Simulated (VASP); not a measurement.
# WS2 (P6_3/mmc) in VASP: further runs

Runs on WS2. Level: PBE. Tasks: single point.

Everything below comes from runs of VASP 6.6.1. Logs are shortened: lines on timing, memory, paths and dates and some standing lists are left out, and cuts for length are marked.

### Step 1. The cell of the first run

Symmetry: P6_3/mmc, No. 194, hexagonal system. The conventional cell has a = 3.083 Å, b = 3.083 Å, c = 11.367 Å, α = 90.00°, β = 90.00°, γ = 120.00°. W (site symmetry -6m2) has 6 S at 2.38 Å and 6 W at 3.08 Å within 3.1 Å. Within 3.2 Å of S (site symmetry 3m) lie 3 W at 2.38 Å and 10 S at 3.08 to 3.16 Å.

### Step 2. Single point, PBE

Contents of INCAR:

```
PREC     = Accurate       # precision mode
ENCUT    = 520            # plane-wave cutoff, eV
EDIFF    = 1E-6           # SCF threshold, eV
ISMEAR   = 0              # smearing method
SIGMA    = 0.02           # smearing width, eV
LREAL    = F              # projectors in reciprocal space
LASPH    = T              # aspherical terms in the spheres
NELM     = 100            # most SCF steps
ALGO     = Normal         # electronic algorithm
ISIF     = 2              # what is computed and relaxed
LWAVE    = F              # write WAVECAR
LCHARG   = T              # write CHGCAR
GGA      = PE             # functional
LELF     = T              # ELF
LVHAR    = T            
NBANDS   = 35             # bands
```

Contents of KPOINTS:

```
Automatic mesh
0
Gamma
  12 12 4
```

Contents of POSCAR:

```
WS2
1.0
    3.0826749184      0.0000000000      0.0000000000
   -1.5413374592      2.6696747909      0.0000000000
    0.0000000000      0.0000000000     11.3666475151
W S
2 4
Direct
    0.3333333333      0.6666666667      0.2500000000
    0.6666666667      0.3333333333      0.7500000000
    0.3333333333      0.6666666667      0.6108514777
    0.6666666667      0.3333333333      0.1108514777
    0.3333333333      0.6666666667      0.8891485223
    0.6666666667      0.3333333333      0.3891485223
```

Potentials or basis: VASP PAW PBE potentials, release 64 (W_sv, S).

On the command line:

```
> cat potpaw_PBE.64/W_sv/POTCAR potpaw_PBE.64/S/POTCAR > POTCAR
> mpirun -np 1 vasp_std > vasp.out
```

OUTCAR:

```text
PREC = Accurate
   ENCUT = 520
   EDIFF = 1E-6
   ISMEAR = 0
   LREAL = F
   LASPH = T
   NELM = 100
   ISIF = 2
   GGA = PE

 ion  position               nearest neighbor table
   1  0.333  0.667  0.250-   4 2.38   6 2.38   4 2.38   6 2.38   4 2.38   6 2.38
   2  0.667  0.333  0.750-   3 2.38   5 2.38   3 2.38   5 2.38   3 2.38   5 2.38
   3  0.333  0.667  0.611-   2 2.38   2 2.38   2 2.38
   4  0.667  0.333  0.111-   1 2.38   1 2.38   1 2.38
   5  0.333  0.667  0.889-   2 2.38   2 2.38   2 2.38
   6  0.667  0.333  0.389-   1 2.38   1 2.38   1 2.38

  LATTYP: Found a hexagonal cell.
 ALAT       =     3.0826749184
 C/A-ratio  =     3.6872676542

  Lattice vectors:

 A1 = (   3.0826749184,   0.0000000000,   0.0000000000)
 A2 = (  -1.5413374592,   2.6696747909,   0.0000000000)
 A3 = (   0.0000000000,   0.0000000000,  11.3666475151)

Analysis of symmetry for initial positions (statically):
=====================================================================
 Subroutine PRICEL returns:
 Original cell was already a primitive cell.

 Routine SETGRP: Setting up the symmetry group for a
 hexagonal supercell.

 Subroutine GETGRP returns: Found 24 space group operations
 (whereof 12 operations were pure point group operations)
 out of a pool of 24 trial point group operations.

The static configuration has the point symmetry D_3d.
 The point group associated with its full space group is D_6h.

Analysis of symmetry for dynamics (positions and initial velocities):
=====================================================================
 Subroutine PRICEL returns:
 Original cell was already a primitive cell.

 Routine SETGRP: Setting up the symmetry group for a
 hexagonal supercell.

 Subroutine GETGRP returns: Found 24 space group operations
 (whereof 12 operations were pure point group operations)
 out of a pool of 24 trial point group operations.

The dynamic configuration has the point symmetry D_3d.
 The point group associated with its full space group is D_6h.

 Subroutine INISYM returns: Found 24 space group operations
 (whereof 12 operations are pure point group operations),
 and found     1 'primitive' translations

----------------------------------------------------------------------------------------

                                     Primitive cell

  volume of cell :      93.5445

  direct lattice vectors                    reciprocal lattice vectors
     3.082674918  0.000000000  0.000000000     0.324393595  0.187288730  0.000000000
    -1.541337459  2.669674791  0.000000000     0.000000000  0.374577459  0.000000000
     0.000000000  0.000000000 11.366647515     0.000000000  0.000000000  0.087976688

  length of vectors
     3.082674918  3.082674918 11.366647515     0.374577459  0.374577459  0.087976688

  position of ions in fractional coordinates (direct lattice)
     0.333333333  0.666666667  0.250000000
     0.666666667  0.333333333  0.750000000
     0.333333333  0.666666667  0.610851478
     0.666666667  0.333333333  0.110851478
     0.333333333  0.666666667  0.889148522
     0.666666667  0.333333333  0.389148522

  ion indices of the primitive-cell ions
   primitive index   ion index
                 1           1
                 2           2
                 3           3
                 4           4
                 5           5
                 6           6

----------------------------------------------------------------------------------------

 KPOINTS: Automatic mesh

Automatic generation of k-mesh.
 Grid dimensions read from file:
 generate k-points for:   12   12    4

 Generating k-lattice:

  Cartesian coordinates                     Fractional coordinates (reciprocal lattice)
     0.027032800  0.015607394  0.000000000     0.083333333  0.000000000  0.000000000
     0.000000000  0.031214788  0.000000000     0.000000000  0.083333333  0.000000000
     0.000000000  0.000000000  0.021994172     0.000000000  0.000000000  0.250000000

  Length of vectors
     0.031214788  0.031214788  0.021994172

  Shift w.r.t. Gamma in fractional coordinates (k-lattice)
     0.000000000  0.000000000  0.000000000

 Subroutine IBZKPT returns following result:
 ===========================================

 Found     57 irreducible k-points:

 Following reciprocal coordinates:
            Coordinates               Weight
  0.000000  0.000000  0.000000      1.000000
  0.083333 -0.000000  0.000000      6.000000
  0.166667 -0.000000  0.000000      6.000000
  0.250000 -0.000000  0.000000      6.000000
  0.333333 -0.000000  0.000000      6.000000
  0.416667 -0.000000  0.000000      6.000000
[... 16 lines left out ...]
  0.250000 -0.000000  0.250000     12.000000
  0.333333 -0.000000  0.250000     12.000000
 [... further k-points ...]
   k-points           NKPTS =     57   k-points in BZ     NKDIM =     57   number of bands    NBANDS=     35
   number of dos      NEDOS =    301   number of ions     NIONS =      6
   total plane-waves  NPLWV =  51840
   dimension x,y,z NGX =    24 NGY =   24 NGZ =   90
   dimension x,y,z NGXF=    48 NGYF=   48 NGZF=  180
   ions per type =               2   4
   NGX,Y,Z   is equivalent  to a cutoff of  12.94, 12.94, 13.16 a.u.
   NGXF,Y,Z  is equivalent  to a cutoff of  25.89, 25.89, 26.33 a.u.
 SYSTEM =  unknown system
   PREC   = accura    normal or accurate (medium, high low for compatibility)
   ISTART =      0    job   : 0-new  1-cont  2-samecut
   ICHARG =      2    charge: 1-file 2-atom 10-const
   ISPIN  =      1    spin polarized calculation?
   LNONCOLLINEAR =      F non collinear calculations
   LSORBIT =      F    spin-orbit coupling
   LASPH  =      T    aspherical Exc in radial PAW
   ENCUT  =  520.0 eV  38.22 Ry    6.18 a.u.   5.73  5.73 21.13*2*pi/ulx,y,z
   NELM   =    100;   NELMIN=  2; NELMDL= -5     # of ELM steps
   EDIFF  = 0.1E-05   stopping-criterion for ELM
   LREAL  =      F    real-space projection
   EDIFFG = 0.1E-04   stopping-criterion for IOM
   NSW    =      0    number of steps for IOM
   IBRION =     -1    ionic relax: 0-MD 1-quasi-New 2-CG
   NFREE  =      0    steps in history (QN), initial steepest desc. (CG)
   ISIF   =      2    stress and relaxation
   ISYM   =      2    0-nonsym 1-usesym 2-fastsym
   POTIM  = 0.5000    time-step for ionic-motion
   TEBEG  =    0.0;   TEEND  =   0.0 temperature during run
   PSTRESS=    0.0 pullay stress
   NELECT =      52.0000    total number of electrons
   NUPDOWN=      -1.0000    fix difference up-down
   EMIN   =  10.00;   EMAX   =-10.00  energy-range for DOS
   EFERMI =   0.00;   METHOD = LEGACY
   ISMEAR =     0;   SIGMA  =   0.02  broadening in eV -4-tet -1-fermi 0-gaus
   EFERMI_NEDOS =   21; number of points for ismear=-14 and -15
   IALGO  =     38    algorithm
   IMIX   =      4    mixing-type and parameters
     AMIX     =   0.40;   BMIX     =  1.00
     AMIX_MAG =   1.60;   BMIX_MAG =  1.00
  volume/ion in A,a.u.               =      15.59       105.21
  Fermi-wavevector in a.u.,A,eV,Ry     =   1.346077  2.543716 24.652700  1.811922
  Thomas-Fermi vector in A             =   2.473938
   LORBIT       =      0    0 simple, 1 ext, 2 COOP (PROOUT), +10 PAW based schemes
   GGA     = PE    functional components
   LHFCALC =     F    Hartree Fock is set to
   AEXX    =    0.0000 exact exchange contribution
   IVDW    =     0    specifies the selected vdW correction
   LEPSILON=     F    determine dielectric tensor
   LRPA    =     F    only Hartree local field effects (RPA)
 non-spin polarized calculation
 Gauss-broadening in eV      SIGMA  =   0.02
  energy-cutoff  :      520.00
  volume of cell :       93.54
 maximum number of plane-waves:      2536
 NGX is ok and might be reduce to    24
   NGX = 11   NGY = 11   NGZ = 43

 number of electron      51.9999998 magnetization

 Free energy of the ion-electron system (eV)
  ---------------------------------------------------
  ext. energy  EPLUGINS =         0.00000000
  ---------------------------------------------------
  free energy    TOTEN  =       -46.57500521 eV

  energy without entropy =      -46.57500521  energy(sigma->0) =      -46.57500521

 E-fermi :   9.5743     XC(G=0): -11.7786

 val. band max:        9.4678565731   @ k =   0.0000   0.0000   0.0000
 cond. band min:       9.9317268270   @ k =   0.1667   0.1667   0.0000
 fundamental gap:      0.4638702540
 Fermi energy:         9.5742851676

 k-point     1 :       0.0000    0.0000    0.0000
  band No.  band energies     occupation
      1     -65.3026      2.00000
      2     -65.3025      2.00000
      3     -29.6271      2.00000
      4     -29.6268      2.00000
      5     -29.3682      2.00000
      6     -29.3682      2.00000
[... 27 lines left out ...]
     34      11.9890      0.00000
     35      14.4568      0.00000

 k-point     2 :       0.0833   -0.0000    0.0000
  band No.  band energies     occupation
      1     -65.3007      2.00000
      2     -65.3007      2.00000
      3     -29.6212      2.00000
      4     -29.6209      2.00000
      5     -29.4004      2.00000
      6     -29.4004      2.00000
[... 27 lines left out ...]
     34      11.9350      0.00000
     35      15.0391      0.00000

 k-point     3 :       0.1667   -0.0000    0.0000
  band No.  band energies     occupation
      1     -65.2959      2.00000
      2     -65.2959      2.00000
      3     -29.6050      2.00000
      4     -29.6048      2.00000
      5     -29.4875      2.00000
      6     -29.4875      2.00000
[... 27 lines left out ...]
     34      12.5525      0.00000
     35      16.1242      0.00000
[... 723 lines left out ...]
 k-point    23 :       0.2500   -0.0000    0.2500
  band No.  band energies     occupation
      1     -65.2892      2.00000
      2     -65.2892      2.00000
      3     -29.6045      2.00000
      4     -29.6045      2.00000
      5     -29.5828      2.00000
      6     -29.5827      2.00000
[... 27 lines left out ...]
     34      13.1305      0.00000
     35      15.8437      0.00000

 k-point    24 :       0.3333   -0.0000    0.2500
  band No.  band energies     occupation
      1     -65.2826      2.00000
      2     -65.2826      2.00000
      3     -29.7193      2.00000
      4     -29.7193      2.00000
      5     -29.5605      2.00000
      6     -29.5604      2.00000
[... 27 lines left out ...]
     34      13.5598      0.00000
     35      14.9288      0.00000

 [... further k-points ...]

------------------------ aborting loop because EDIFF is reached ----------------------------------------

  FORCE on cell =-STRESS in cart. coord.  units (eV):
  Direction    XX          YY          ZZ          XY          YZ          ZX
  --------------------------------------------------------------------------------------
  -------------------------------------------------------------------------------------
  Total        8.7427772      8.7427772      8.7567388      0.0000000     -0.0000000      0.0000000
  in kB      149.7412702    149.7412702    149.9803960      0.0000000     -0.0000000      0.0000000
  external PRESSURE =     149.8209788 kB  Pullay stress =       0.0000000 kB

 VOLUME and BASIS-vectors are now :
 -----------------------------------------------------------------------------
  energy-cutoff  :      520.00
  volume of cell :       93.54
      direct lattice vectors                 reciprocal lattice vectors
     3.082674918  0.000000000  0.000000000     0.324393595  0.187288730  0.000000000
    -1.541337459  2.669674791  0.000000000     0.000000000  0.374577459  0.000000000
     0.000000000  0.000000000 11.366647515     0.000000000  0.000000000  0.087976688

 POSITION                                       TOTAL-FORCE (eV/Angst)
 -----------------------------------------------------------------------------------
     -0.00000      1.77978      2.84166         0.000000      0.000000      0.000000
      1.54134      0.88989      8.52499        -0.000000     -0.000000      0.000000
     -0.00000      1.77978      6.94333         0.000000     -0.000000      0.001158
      1.54134      0.88989      1.26001        -0.000000      0.000000      0.001158
     -0.00000      1.77978     10.10664         0.000000     -0.000000     -0.001158
      1.54134      0.88989      4.42331        -0.000000      0.000000     -0.001158
 -----------------------------------------------------------------------------------
    total drift:                               -0.000000      0.000000     -0.000000

  FREE ENERGIE OF THE ION-ELECTRON SYSTEM (eV)
  ---------------------------------------------------
  free  energy   TOTEN  =       -46.5750052136 eV

  energy  without entropy=      -46.5750052136  energy(sigma->0) =      -46.57500521
```

Run time: 68 s. Hardware: 1 thread of Intel Xeon 6975P-C (Granite Rapids), shared host; peak memory 0.31 GiB.

Results:

- Free energy: -46.5750 eV
- Pressure: 15.0 GPa
- Band gap on the k mesh: 0.46 eV (least direct gap 1.83 eV)

Levels at points of the mesh, in eV from the valence-band top:
| k point | band 23 | band 24 | band 25 | band 26 | band 27 | band 28 | band 29 | band 30 |
| --- | --- | --- | --- | --- | --- | --- | --- | --- |
| (0.00, 0.00, 0.00) | -2.30 | -1.83 | -1.03 | 0.00 | 1.99 | 1.99 | 2.16 | 2.16 |
| (0.50, 0.00, 0.00) | -2.36 | -2.24 | -1.83 | -1.76 | 2.32 | 2.36 | 2.46 | 2.90 |
| (0.00, 0.00, 0.50) | -2.38 | -2.38 | -0.27 | -0.27 | 2.08 | 2.08 | 2.08 | 2.08 |
| (0.50, 0.00, 0.50) | -2.06 | -2.06 | -1.98 | -1.98 | 2.39 | 2.39 | 2.74 | 2.74 |

Caveat: the cell stands under pressure; spin-orbit coupling is left out, which moves the levels of the heavy elements.

### Step 3. Single point, PBE

This run uses another cell than the first one, of 16.59 Å³/atom.

Contents of INCAR:

```
SYSTEM = WS2
PREC = Accurate
ENCUT = 520
EDIFF = 1E-6
ISMEAR = 0
SIGMA = 0.02
LREAL = .FALSE.
LASPH = .TRUE.
NELM = 60
ALGO = Normal
ISIF = 2
LWAVE = .FALSE.
LCHARG = .FALSE.
GGA = PE
NBANDS = 35
```

Contents of KPOINTS:

```
Automatic mesh
0
G
  12 12 4
  0 0 0
```

Contents of POSCAR:

```
WS2
1.0
    3.1257521792      0.0000000000      0.0000000000
   -1.5628760896      2.7069807932      0.0000000000
    0.0000000000      0.0000000000     11.7662118494
W S
2 4
Direct
    0.3333333333      0.6666666667      0.2500000000
    0.6666666667      0.3333333333      0.7500000000
    0.3333333333      0.6666666667      0.6158942885
    0.6666666667      0.3333333333      0.1158942885
    0.3333333333      0.6666666667      0.8841057115
    0.6666666667      0.3333333333      0.3841057115
```

Potentials or basis: VASP PAW PBE potentials, release 64 (W_sv, S).

On the command line:

```
> cat potpaw_PBE.64/W_sv/POTCAR potpaw_PBE.64/S/POTCAR > POTCAR
> mpirun -np 1 vasp_std > vasp.out
```

It took 68 s on 1 thread of Intel Xeon 6975P-C (Granite Rapids), shared host; peak memory 0.31 GiB.

The run converged. Its results:

| Item | Value |
| --- | --- |
| Free energy | -46.9990 eV |
| Pressure | 8.0 GPa |
| Band gap on the k mesh | 0.72 eV (least direct gap 1.91 eV) |

Forces on the atoms (eV/Å):
```
W    0.000  0.000  0.000
W    0.000  0.000  0.000
S    0.000  0.000  0.002
S    0.000  0.000  0.002
S    0.000  0.000 -0.002
S    0.000  0.000 -0.002
```

Stress tensor (GPa, compression positive):
```
8.01 0.00 0.00
0.00 8.01 0.00
0.00 0.00 7.92
```

Levels at points of the mesh, in eV from the valence-band top:
| k point | band 23 | band 24 | band 25 | band 26 | band 27 | band 28 | band 29 | band 30 |
| --- | --- | --- | --- | --- | --- | --- | --- | --- |
| (0.00, 0.00, 0.00) | -2.25 | -1.51 | -1.25 | 0.00 | 2.16 | 2.16 | 2.22 | 2.22 |
| (0.50, 0.00, 0.00) | -2.16 | -1.97 | -1.78 | -1.67 | 2.30 | 2.38 | 2.46 | 2.93 |
| (0.00, 0.00, 0.50) | -2.30 | -2.30 | -0.30 | -0.30 | 2.18 | 2.18 | 2.18 | 2.18 |
| (0.50, 0.00, 0.50) | -1.97 | -1.97 | -1.79 | -1.79 | 2.33 | 2.33 | 2.74 | 2.74 |

Caveat: the cell stands under pressure; spin-orbit coupling is left out, which moves the levels of the heavy elements.
